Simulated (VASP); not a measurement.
# LiCl in VASP: a series of runs, part 2 of 2

VASP 6.6.1. Earlier steps stand in the parts before.

### 3 Single point, HSE06 (uniaxial z strain +2.0%)

POSCAR reads:

```
LiCl
1.0
    0.0000000000      2.5560369926      2.6071577324
    2.5560369926      0.0000000000      2.6071577324
    2.5560369926      2.5560369926      0.0000000000
Li Cl
1 1
Direct
    0.0000000000      0.0000000000      0.0000000000
    0.5000000000      0.5000000000      0.5000000000
```

INCAR.step1 reads:

```
SYSTEM = LiCl
PREC = Accurate
ENCUT = 520
EDIFF = 1E-5
ISMEAR = 0
SIGMA = 0.01
LREAL = .FALSE.
LASPH = .TRUE.
NELM = 100
ALGO = Normal
ISIF = 2
LWAVE = .TRUE.
GGA = PE
NBANDS = 12
```

INCAR.step2 reads:

```
SYSTEM = LiCl
PREC = Accurate
ENCUT = 520
EDIFF = 1E-6
ISMEAR = 0
SIGMA = 0.01
LREAL = .FALSE.
LASPH = .TRUE.
NELM = 100
ALGO = Normal
ISIF = 2
LWAVE = .FALSE.
LCHARG = .TRUE.
GGA = PE
LHFCALC = .TRUE.
HFSCREEN = 0.2079
PRECFOCK = Normal
LELF = .TRUE.
LVHAR = .TRUE.
ISTART = 1
NBANDS = 12
```

KPOINTS reads:

```
Automatic mesh
0
G
  6 6 6
  0 0 0
```

Potentials or basis: VASP PAW PBE potentials, release 64 (Li_sv, Cl).

On the command line:

```bash
cat potpaw_PBE.64/Li_sv/POTCAR potpaw_PBE.64/Cl/POTCAR > POTCAR
cp INCAR.step1 INCAR
mpirun -np 1 vasp_std > vasp.out
cp INCAR.step2 INCAR
mpirun -np 1 vasp_std > vasp.out
```

OUTCAR:

```text
SYSTEM = LiCl
   PREC = Accurate
   ENCUT = 520
   EDIFF = 1E-6
   ISMEAR = 0
   LREAL = .FALSE.
   LASPH = .TRUE.
   NELM = 100
   ISIF = 2
   GGA = PE
   LHFCALC = .TRUE.
   HFSCREEN = 0.2079
   PRECFOCK = Normal
   ISTART = 1

 ion  position               nearest neighbor table
   1  0.000  0.000  0.000-   2 2.56   2 2.56   2 2.56   2 2.56   2 2.61   2 2.61
   2  0.500  0.500  0.500-   1 2.56   1 2.56   1 2.56   1 2.56   1 2.61   1 2.61

  LATTYP: Found a body centered tetragonal cell.
 ALAT       =     3.6147821809
 C/A-ratio  =     1.4424978336

  Lattice vectors:

 A1 = (  -2.5560369926,   0.0000000000,   2.6071577324)
 A2 = (   2.5560369926,   0.0000000000,   2.6071577324)
 A3 = (   0.0000000000,   2.5560369926,  -2.6071577324)

Analysis of symmetry for initial positions (statically):
=====================================================================
 Subroutine PRICEL returns:
 Original cell was already a primitive cell.

 Routine SETGRP: Setting up the symmetry group for a
 body centered tetragonal supercell.

 Subroutine GETGRP returns: Found 16 space group operations
[... 177 lines left out ...]
 fundamental gap:      7.6383824865
 Fermi energy:        -0.3460892591

 k-point     1 :       0.0000    0.0000    0.0000
  band No.  band energies     occupation
      1     -46.7429      2.00000
      2     -15.0806      2.00000
      3      -0.4721      2.00000
      4      -0.4721      2.00000
      5      -0.4186      2.00000
      6       7.2198      0.00000
      7      12.8861      0.00000
      8      13.0613      0.00000
      9      13.0613      0.00000
     10      15.4408      0.00000
     11      15.6973      0.00000
     12      15.8504      0.00000
[... 331 lines left out ...]
 k-point    24 :       0.5000   -0.0000    0.3333
  band No.  band energies     occupation
      1     -46.7390      2.00000
      2     -14.2713      2.00000
      3      -3.1985      2.00000
      4      -1.8886      2.00000
      5      -1.4358      2.00000
      6       9.0656      0.00000
      7      10.1152      0.00000
      8      12.4192      0.00000
      9      13.5231      0.00000
     10      15.2909      0.00000
     11      19.3033      0.00000
     12      20.1264      0.00000

 [... further k-points ...]
[... 5 lines left out ...]
  --------------------------------------------------------------------------------------
  -------------------------------------------------------------------------------------
  Total       -0.0958576     -0.0958576     -0.2146257      0.0000000      0.0000000     -0.0000000
  in kB       -4.5082227     -4.5082227    -10.0939390      0.0000000      0.0000000     -0.0000000
  external PRESSURE =      -6.3701281 kB  Pullay stress =       0.0000000 kB

 VOLUME and BASIS-vectors are now :
 -----------------------------------------------------------------------------
  energy-cutoff  :      520.00
  volume of cell :       34.07
      direct lattice vectors                 reciprocal lattice vectors
     0.000000000  2.556036993  2.607157732    -0.195615322  0.195615322  0.191779728
     2.556036993  0.000000000  2.607157732     0.195615322 -0.195615322  0.191779728
     2.556036993  2.556036993  0.000000000     0.195615322  0.195615322 -0.191779728

 POSITION                                       TOTAL-FORCE (eV/Angst)
 -----------------------------------------------------------------------------------
      0.00000      0.00000      0.00000        -0.000000      0.000000      0.000000
      2.55604      2.55604      2.60716         0.000000     -0.000000     -0.000000
 -----------------------------------------------------------------------------------
    total drift:                               -0.000000      0.000000     -0.000003

  FREE ENERGIE OF THE ION-ELECTRON SYSTEM (eV)
  ---------------------------------------------------
  free  energy   TOTEN  =        -8.4574861102 eV

  energy  without entropy=       -8.4574861102  energy(sigma->0) =       -8.45748611
```

OSZICAR.step1:

```text
N       E                     dE             d eps       ncg     rms          rms(c)
DAV:   1     0.411414553924E+02    0.41141E+02   -0.40926E+03   720   0.774E+02
DAV:   2    -0.491820241482E+01   -0.46060E+02   -0.43832E+02   896   0.143E+02
DAV:   3    -0.739528457278E+01   -0.24771E+01   -0.24708E+01   968   0.345E+01
DAV:   4    -0.745029899856E+01   -0.55014E-01   -0.54997E-01  1008   0.516E+00
DAV:   5    -0.745110857472E+01   -0.80958E-03   -0.80956E-03   968   0.572E-01    0.237E+00
DAV:   6    -0.737908246904E+01    0.72026E-01   -0.15676E-01   920   0.184E+00    0.169E+00
DAV:   7    -0.738093478563E+01   -0.18523E-02   -0.49749E-02  1092   0.116E+00    0.922E-01
DAV:   8    -0.738522170522E+01   -0.42869E-02   -0.64501E-03   828   0.556E-01    0.148E-01
DAV:   9    -0.738518809536E+01    0.33610E-04   -0.20840E-04   944   0.100E-01    0.520E-02
DAV:  10    -0.738523635685E+01   -0.48261E-04   -0.12282E-04   848   0.749E-02    0.511E-02
DAV:  11    -0.738524470889E+01   -0.83520E-05   -0.14150E-05   792   0.244E-02
   1 F= -.73852447E+01 E0= -.73852447E+01  d E =-.150621E-16
```

Wall time 11 min (1 thread of Intel Xeon Platinum 8488C (Sapphire Rapids), shared host); peak memory 0.27 GiB.

Results:

| Property | Result |
| --- | --- |
| Free energy | -8.4575 eV |
| Band gap on the k mesh | 7.64 eV |

Caveat: the cell differs from its parent crystal (uniaxial z strain +2.0%); the cutoff is under 1.25 times the usual one of these potentials, so pressure, stress and relaxed cells hold a basis-set (Pulay) error; the PAW data sets were made with another functional, which shifts forces and pressure a little.
